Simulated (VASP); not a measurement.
# Au (Im-3m) in VASP: a series of runs

The runs below take Au through single point, relaxation of cell and atoms, with PBE0, BLYP.

Everything below comes from runs of VASP 6.6.1. Logs are shortened: lines on timing, memory, paths and dates and some standing lists are left out, and cuts for length are marked.

**1. The cell of the first run**

Symmetry: Im-3m, No. 229, cubic system. The conventional cell has a = 3.270 Å, b = 3.270 Å, c = 3.270 Å, α = 90.00°, β = 90.00°, γ = 90.00°. Within 3.7 Å of Au (site symmetry m-3m) lie 14 Au at 2.83 to 3.27 Å.

**2. Single point, PBE0**

File POSCAR:

```
Au
1.0
   -1.6348707273      1.6348707273      1.6348707273
    1.6348707273     -1.6348707273      1.6348707273
    1.6348707273      1.6348707273     -1.6348707273
Au
1
Direct
    0.0000000000      0.0000000000      0.0000000000
```

File INCAR.step1:

```
ALGO = Normal ; EDIFF = 1E-5
ENCUT = 520 ; GGA = PE
ISIF = 2 ; ISMEAR = -1
LASPH = T ; LCHARG = F
LREAL = F ; LWAVE = T
NBANDS = 12 ; NELM = 80
PREC = Accurate ; SIGMA = 0.05
```

File INCAR.step2:

```
AEXX = 0.25 ; ALGO = Normal
EDIFF = 1E-6 ; ENCUT = 520
GGA = PE ; ISIF = 2
ISMEAR = -1 ; ISTART = 1
LASPH = T ; LCHARG = F
LHFCALC = T ; LREAL = F
LWAVE = F ; NBANDS = 12
NELM = 80 ; PREC = Accurate
PRECFOCK = Normal ; SIGMA = 0.05
```

File KPOINTS:

```
k-points
0
Gamma
  6 6 6
```

Potentials or basis: VASP PAW PBE potentials, release 64 (Au).

Run with:

```console
cat potpaw_PBE.64/Au/POTCAR > POTCAR
cp INCAR.step1 INCAR
mpirun -np 1 vasp_std > vasp.out
cp INCAR.step2 INCAR
mpirun -np 1 vasp_std > vasp.out
```

OUTCAR:

```text
AEXX = 0.25
   EDIFF = 1E-6
   ENCUT = 520
   GGA = PE
   ISIF = 2
   ISMEAR = -1
   ISTART = 1
   LASPH = T
   LHFCALC = T
   LREAL = F
   NELM = 80
   PREC = Accurate
   PRECFOCK = Normal

 ion  position               nearest neighbor table
   1  0.000  0.000  0.000-

  LATTYP: Found a body centered cubic cell.
 ALAT       =     3.2697414546

  Lattice vectors:

 A1 = (  -1.6348707273,   1.6348707273,   1.6348707273)
 A2 = (   1.6348707273,  -1.6348707273,   1.6348707273)
 A3 = (   1.6348707273,   1.6348707273,  -1.6348707273)

Analysis of symmetry for initial positions (statically):
=====================================================================
 Subroutine PRICEL returns:
 Original cell was already a primitive cell.

 Routine SETGRP: Setting up the symmetry group for a
 body centered cubic supercell.

 Subroutine GETGRP returns: Found 48 space group operations
 (whereof 48 operations were pure point group operations)
 out of a pool of 48 trial point group operations.

The static configuration has the point symmetry O_h .

Analysis of symmetry for dynamics (positions and initial velocities):
=====================================================================
 Subroutine PRICEL returns:
 Original cell was already a primitive cell.

 Routine SETGRP: Setting up the symmetry group for a
 body centered cubic supercell.

 Subroutine GETGRP returns: Found 48 space group operations
 (whereof 48 operations were pure point group operations)
 out of a pool of 48 trial point group operations.

The dynamic configuration has the point symmetry O_h .

 Subroutine INISYM returns: Found 48 space group operations
 (whereof 48 operations are pure point group operations),
 and found     1 'primitive' translations

----------------------------------------------------------------------------------------

                                     Primitive cell

  volume of cell :      17.4787

  direct lattice vectors                    reciprocal lattice vectors
    -1.634870727  1.634870727  1.634870727     0.000000000  0.305834579  0.305834579
     1.634870727 -1.634870727  1.634870727     0.305834579  0.000000000  0.305834579
     1.634870727  1.634870727 -1.634870727     0.305834579  0.305834579  0.000000000

  length of vectors
     2.831679163  2.831679163  2.831679163     0.432515409  0.432515409  0.432515409

  position of ions in fractional coordinates (direct lattice)
     0.000000000  0.000000000  0.000000000

  ion indices of the primitive-cell ions
   primitive index   ion index
                 1           1

----------------------------------------------------------------------------------------

 KPOINTS: k-points

Automatic generation of k-mesh.
 Grid dimensions read from file:
 generate k-points for:    6    6    6

 Generating k-lattice:

  Cartesian coordinates                     Fractional coordinates (reciprocal lattice)
     0.000000000  0.050972430  0.050972430     0.166666667  0.000000000  0.000000000
     0.050972430  0.000000000  0.050972430     0.000000000  0.166666667  0.000000000
     0.050972430  0.050972430  0.000000000     0.000000000  0.000000000  0.166666667

  Length of vectors
     0.072085901  0.072085901  0.072085901

  Shift w.r.t. Gamma in fractional coordinates (k-lattice)
     0.000000000  0.000000000  0.000000000

 Subroutine IBZKPT returns following result:
 ===========================================

 Found     16 irreducible k-points:

 Following reciprocal coordinates:
            Coordinates               Weight
  0.000000  0.000000  0.000000      1.000000
  0.166667  0.000000  0.000000     12.000000
  0.333333  0.000000  0.000000     12.000000
  0.500000  0.000000  0.000000      6.000000
  0.166667  0.166667  0.000000     24.000000
  0.333333  0.166667  0.000000     48.000000
[... 8 lines left out ...]
  0.500000  0.500000  0.333333     12.000000
  0.500000  0.500000  0.500000      1.000000
   k-points           NKPTS =     16   k-points in BZ     NKDIM =    216   number of bands    NBANDS=     12
   number of dos      NEDOS =    301   number of ions     NIONS =      1
   total plane-waves  NPLWV =  13824
   dimension x,y,z NGX =    24 NGY =   24 NGZ =   24
   dimension x,y,z NGXF=    48 NGYF=   48 NGZF=   48
   ions per type =               1
   NGX,Y,Z   is equivalent  to a cutoff of  14.09, 14.09, 14.09 a.u.
   NGXF,Y,Z  is equivalent  to a cutoff of  28.18, 28.18, 28.18 a.u.
 SYSTEM =  unknown system
   PREC   = accura    normal or accurate (medium, high low for compatibility)
   ISTART =      1    job   : 0-new  1-cont  2-samecut
   ICHARG =      0    charge: 1-file 2-atom 10-const
   ISPIN  =      1    spin polarized calculation?
   LNONCOLLINEAR =      F non collinear calculations
   LSORBIT =      F    spin-orbit coupling
   LASPH  =      T    aspherical Exc in radial PAW
   ENCUT  =  520.0 eV  38.22 Ry    6.18 a.u.   5.27  5.27  5.27*2*pi/ulx,y,z
   NELM   =     80;   NELMIN=  2; NELMDL=  0     # of ELM steps
   EDIFF  = 0.1E-05   stopping-criterion for ELM
   LREAL  =      F    real-space projection
   EDIFFG = 0.1E-04   stopping-criterion for IOM
   NSW    =      0    number of steps for IOM
   IBRION =     -1    ionic relax: 0-MD 1-quasi-New 2-CG
   NFREE  =      0    steps in history (QN), initial steepest desc. (CG)
   ISIF   =      2    stress and relaxation
   ISYM   =      3    0-nonsym 1-usesym 2-fastsym
   POTIM  = 0.5000    time-step for ionic-motion
   TEBEG  =    0.0;   TEEND  =   0.0 temperature during run
   PSTRESS=    0.0 pullay stress
   NELECT =      11.0000    total number of electrons
   NUPDOWN=      -1.0000    fix difference up-down
   EMIN   =  10.00;   EMAX   =-10.00  energy-range for DOS
   EFERMI =   0.00;   METHOD = LEGACY
   ISMEAR =    -1;   SIGMA  =   0.05  broadening in eV -4-tet -1-fermi 0-gaus
   EFERMI_NEDOS =   21; number of points for ismear=-14 and -15
   IALGO  =     38    algorithm
   IMIX   =      1    mixing-type and parameters
     AMIX     =   0.40;   BMIX     =  1.00
     AMIX_MAG =   1.60;   BMIX_MAG =  1.00
  volume/ion in A,a.u.               =      17.48       117.95
  Fermi-wavevector in a.u.,A,eV,Ry     =   1.402929  2.651151 26.779114  1.968209
  Thomas-Fermi vector in A             =   2.525642
   LORBIT       =      0    0 simple, 1 ext, 2 COOP (PROOUT), +10 PAW based schemes
   GGA     = PE    functional components
   LHFCALC =     T    Hartree Fock is set to
   PRECFOCK=normal    Normal, Fast or Accurate (Low or Medium for compatibility)
   ENCUT4O =  -1.0   cutoff for four orbital integrals eV
   NKREDX  =     1    reduce k-point grid by
   NKREDY  =     1    reduce k-point grid by
   NKREDZ  =     1    reduce k-point grid by
   AEXX    =    0.2500 exact exchange contribution
   HFSCREEN=    0.0000 screening length (either q_TF or 0.3 A-1)
   HFSCREENC=   0.0000 screening length for correlation (either q_TF or 0.3 A-1)
   ENCUTFOCK=  -1.0 apply spherical cutoff to Coloumb kernel
   IVDW    =     0    specifies the selected vdW correction
   LEPSILON=     F    determine dielectric tensor
   LRPA    =     F    only Hartree local field effects (RPA)
 non-spin polarized calculation
  energy-cutoff  :      520.00
  volume of cell :       17.48
 maximum number of plane-waves:       478
 NGX is ok and might be reduce to    24
  NGX = 16; NGY = 16; NGZ = 16

 number of electron      11.0000002 magnetization

 Free energy of the ion-electron system (eV)
  ---------------------------------------------------
  ext. energy  EPLUGINS =         0.00000000
  ---------------------------------------------------
  free energy    TOTEN  =        -3.48448577 eV

  energy without entropy =       -3.47375798  energy(sigma->0) =       -3.47912188

 E-fermi :   9.2209     XC(G=0):  -9.8472

 val. band max:        8.7635876556   @ k =  -0.3333   0.3333   0.3333
 cond. band min:       9.2942480681   @ k =   0.3333   0.1667   0.0000
 fundamental gap:      0.5306604125
 Fermi energy:         9.2209360062

 k-point     1 :       0.0000    0.0000    0.0000
  band No.  band energies     occupation
      1      -2.1937      2.00000
      2       2.5363      2.00000
      3       2.5363      2.00000
      4       2.5363      2.00000
      5       4.4326      2.00000
      6       4.4326      2.00000
      7      26.7737      0.00000
      8      26.7737      0.00000
      9      26.7737      0.00000
     10      34.7365      0.00000
     11      34.7365      0.00000
     12      34.7365      0.00000

 k-point     2 :       0.1667    0.0000    0.0000
  band No.  band energies     occupation
      1      -1.1336      2.00000
      2       2.2337      2.00000
      3       2.5869      2.00000
      4       3.2857      2.00000
      5       4.1726      2.00000
      6       4.4699      2.00000
      7      25.4336      0.00000
      8      26.4279      0.00000
      9      28.0201      0.00000
     10      30.5058      0.00000
     11      31.2484      0.00000
     12      31.5937      0.00000

 k-point     3 :       0.3333    0.0000    0.0000
  band No.  band energies     occupation
      1       0.2736      2.00000
      2       1.6753      2.00000
      3       3.9818      2.00000
      4       4.4298      2.00000
      5       4.5979      2.00000
      6       5.1109      2.00000
      7      18.5893      0.00000
      8      23.7834      0.00000
      9      26.5450      0.00000
     10      30.7848      0.00000
     11      31.1054      0.00000
     12      34.1291      0.00000

 k-point     4 :       0.5000    0.0000    0.0000
  band No.  band energies     occupation
      1       0.2044      2.00000
      2       1.4163      2.00000
      3       4.3414      2.00000
      4       4.6964      2.00000
      5       6.2785      2.00000
      6       7.9563      2.00000
      7      13.2710      0.00000
      8      22.5168      0.00000
      9      24.1566      0.00000
     10      32.0426      0.00000
     11      32.3448      0.00000
     12      33.4154      0.00000

 k-point     5 :       0.1667    0.1667    0.0000
  band No.  band energies     occupation
      1       0.4227      2.00000
      2       2.1445      2.00000
      3       2.2049      2.00000
      4       4.0057      2.00000
      5       4.6243      2.00000
      6       5.1766      2.00000
      7      21.9038      0.00000
      8      23.3165      0.00000
      9      26.3381      0.00000
     10      28.8730      0.00000
     11      32.6131      0.00000
     12      34.5293      0.00000
[... 108 lines left out ...]
      1       1.6380      2.00000
      2       1.6899      2.00000
      3       2.5854      2.00000
      4       4.3871      2.00000
      5       5.3848      2.00000
      6      11.1472      0.00000
      7      16.2869      0.00000
      8      18.1918      0.00000
      9      26.5263      0.00000
     10      27.5208      0.00000
     11      31.5993      0.00000
     12      34.0133      0.00000

 k-point    14 :      -0.3333    0.3333    0.3333
  band No.  band energies     occupation
      1       1.3487      2.00000
      2       1.4445      2.00000
      3       4.1555      2.00000
      4       4.1555      2.00000
      5       4.9016      2.00000
      6       8.7636      1.99979
      7      20.3186      0.00000
      8      20.3186      0.00000
      9      22.2374      0.00000
     10      25.6749      0.00000
     11      31.4416      0.00000
     12      36.6706      0.00000

 k-point    15 :       0.5000    0.5000    0.3333
  band No.  band energies     occupation
      1       0.9063      2.00000
      2       1.0948      2.00000
      3       4.3193      2.00000
      4       4.6838      2.00000
      5       5.9304      2.00000
      6      14.1533      0.00000
      7      14.5876      0.00000
      8      18.3150      0.00000
      9      23.6077      0.00000
     10      27.1059      0.00000
     11      27.2216      0.00000
     12      35.7876      0.00000

 k-point    16 :       0.5000    0.5000    0.5000
  band No.  band energies     occupation
      1       0.4747      2.00000
      2       0.4747      2.00000
      3       5.8241      2.00000
      4       5.8241      2.00000
      5       5.8241      2.00000
      6      16.1838      0.00000
      7      16.1838      0.00000
      8      16.1838      0.00000
      9      20.0961      0.00000
     10      25.9259      0.00000
     11      25.9259      0.00000
     12      35.4018      0.00000

------------------------ aborting loop because EDIFF is reached ----------------------------------------

  FORCE on cell =-STRESS in cart. coord.  units (eV):
  Direction    XX          YY          ZZ          XY          YZ          ZX
  --------------------------------------------------------------------------------------
  -------------------------------------------------------------------------------------
  Total        0.1428480      0.1428480      0.1428480     -0.0000000     -0.0000000      0.0000000
  in kB       13.0940688     13.0940688     13.0940688     -0.0000000     -0.0000000      0.0000000
  external PRESSURE =      13.0940688 kB  Pullay stress =       0.0000000 kB

 VOLUME and BASIS-vectors are now :
 -----------------------------------------------------------------------------
  energy-cutoff  :      520.00
  volume of cell :       17.48
      direct lattice vectors                 reciprocal lattice vectors
    -1.634870727  1.634870727  1.634870727     0.000000000  0.305834579  0.305834579
     1.634870727 -1.634870727  1.634870727     0.305834579  0.000000000  0.305834579
     1.634870727  1.634870727 -1.634870727     0.305834579  0.305834579  0.000000000

 POSITION                                       TOTAL-FORCE (eV/Angst)
 -----------------------------------------------------------------------------------
      0.00000      0.00000      0.00000         0.000000      0.000000     -0.000000
 -----------------------------------------------------------------------------------
    total drift:                               -0.000000     -0.000000     -0.000000

  FREE ENERGIE OF THE ION-ELECTRON SYSTEM (eV)
  ---------------------------------------------------
  free  energy   TOTEN  =        -3.4844857699 eV

  energy  without entropy=       -3.4737579813  energy(sigma->0) =       -3.47912188
```

Run time: 7.7 min. Hardware: 1 thread of Intel Xeon Platinum 8259CL at 2.50GHz (Skylake/Cascade Lake), shared host; peak memory 0.15 GiB.

What came out:

```
Free energy : -3.4845 eV
Pressure    : 1.3 GPa
```

Caveat: the k points lie up to 0.45 Å⁻¹ apart; the PAW data sets were made with another functional, which shifts forces and pressure a little; spin-orbit coupling is left out, which moves the levels of the heavy elements.

**3. Relaxation of cell and atoms, BLYP**

This run uses another cell than the first one, of 18.21 Å³/atom, 1.042 times its volume.

File INCAR:

```
SYSTEM = Au
PREC = Accurate
ENCUT = 500
EDIFF = 1E-7
ISMEAR = -1
SIGMA = 0.05
LREAL = .False.
LASPH = .True.
NELM = 120
ALGO = Normal
ISIF = 3
LWAVE = .False.
LCHARG = .False.
GGA = B5
ALDAX = 1.0
AGGAX = 1.0
AGGAC = 1.0
ALDAC = 0.0
IBRION = 2
NSW = 60
EDIFFG = -0.01
GGA_COMPAT = .False.
NELMIN = 4
```

File KPOINTS:

```
regular mesh
0
Gamma
  11 11 11
  0 0 0
```

File POSCAR:

```
Au
1.0
   -1.6572690000      1.6572690000      1.6572690000
    1.6572690000     -1.6572690000      1.6572690000
    1.6572690000      1.6572690000     -1.6572690000
Au
1
Direct
    0.0000000000      0.0000000000      0.0000000000
```

Potentials or basis: VASP PAW PBE potentials, release 64 (Au_sv_GW).

Run with:

```console
cat potpaw_PBE.64/Au_sv_GW/POTCAR > POTCAR
mpirun -np 1 vasp_std > vasp.out
```

Wall time 53 s (1 thread of Intel Xeon Platinum 8488C (Sapphire Rapids), shared host); peak memory 0.15 GiB.

It converged, with:

```
Free energy                            : -1.8881 eV
Relaxed volume                         : 19.26 Å³/atom
Relaxed cell                           : a = 2.925 Å, b = 2.925 Å, c = 2.925 Å, α = 109.47°, β = 109.47°, γ = 109.47°
Space group after relaxing (to 0.05 Å) : Im-3m (No. 229)
Energy gained by relaxing              : 25.1 meV/atom
Ionic steps                            : 4
Pressure after relaxing                : 0.0 GPa
```

The path:
```tsv
step	energy change (eV)	largest force (eV/Å)	pressure (GPa)	volume (Å³)
1	0.0000	0.0000	8.08	18.21
2	0.0116	0.0000	-7.37	20.74
3	-0.0251	0.0000	-0.13	19.28
4	-0.0251	0.0000	0.00	19.26
```

Final structure:
```
CELL_PARAMETERS angstrom
-1.68861 1.68861 1.68861
1.68861 -1.68861 1.68861
1.68861 1.68861 -1.68861
ATOMIC_POSITIONS crystal
Au 0.00000 0.00000 0.00000
```

Levels at points of the mesh, in eV from the Fermi level:
| k point | band 8 | band 9 | band 10 | band 11 | band 12 | band 13 |
| --- | --- | --- | --- | --- | --- | --- |
| (0.00, 0.00, 0.00) | -4.22 | -2.63 | -2.63 | 16.76 | 16.76 | 16.76 |

Caveat: the PAW data sets were made with another functional, which shifts forces and pressure a little; spin-orbit coupling is left out, which moves the levels of the heavy elements.

**4. Single point, PBE0**

This run uses another cell than the first one, of 17.11 Å³/atom, 0.979 times its volume.

File POSCAR:

```
Au
1.0
   -1.6234376908      1.6234376908      1.6234376908
    1.6234376908     -1.6234376908      1.6234376908
    1.6234376908      1.6234376908     -1.6234376908
Au
1
Direct
    0.0000000000      0.0000000000      0.0000000000
```

File INCAR.step1:

```
ALGO = Normal
EDIFF = 1E-5
ENCUT = 520
GGA = PE
ISIF = 2
ISMEAR = -1
LASPH = T
LCHARG = F
LREAL = F
LWAVE = T
NBANDS = 12
NELM = 80
PREC = Accurate
SIGMA = 0.05
```

File INCAR.step2:

```
AEXX = 0.25
ALGO = Normal
EDIFF = 1E-6
ENCUT = 520
GGA = PE
ISIF = 2
ISMEAR = -1
ISTART = 1
LASPH = T
LCHARG = F
LHFCALC = T
LREAL = F
LWAVE = F
NBANDS = 12
NELM = 80
PREC = Accurate
PRECFOCK = Normal
SIGMA = 0.05
```

File KPOINTS:

```
k-points
0
Gamma
  6 6 6
```

Potentials or basis: VASP PAW PBE potentials, release 64 (Au).

Run with:

```console
cat potpaw_PBE.64/Au/POTCAR > POTCAR
cp INCAR.step1 INCAR
mpirun -np 1 vasp_std > vasp.out
cp INCAR.step2 INCAR
mpirun -np 1 vasp_std > vasp.out
```

Run time: 3.5 min. Hardware: 1 thread of Intel Xeon 6975P-C (Granite Rapids), shared host; peak memory 0.15 GiB.

It converged, with:

| Property | Result |
| --- | --- |
| Free energy | -3.4771 eV |
| Pressure | 4.8 GPa |

Levels at points of the mesh, in eV from the Fermi level:
| k point | band 4 | band 5 | band 6 | band 7 | band 8 | band 9 |
| --- | --- | --- | --- | --- | --- | --- |
| (0.00, 0.00, 0.00) | -6.82 | -4.86 | -4.86 | 17.55 | 17.55 | 17.55 |
| (0.50, 0.00, 0.00) | -4.58 | -2.94 | -1.38 | 4.17 | 13.30 | 15.08 |
| (0.50, 0.50, 0.50) | -3.41 | -3.41 | 6.97 | 6.97 | 6.97 | 11.13 |

Caveat: the k points lie up to 0.46 Å⁻¹ apart; the PAW data sets were made with another functional, which shifts forces and pressure a little; spin-orbit coupling is left out, which moves the levels of the heavy elements.

[end of part 1 of 2]
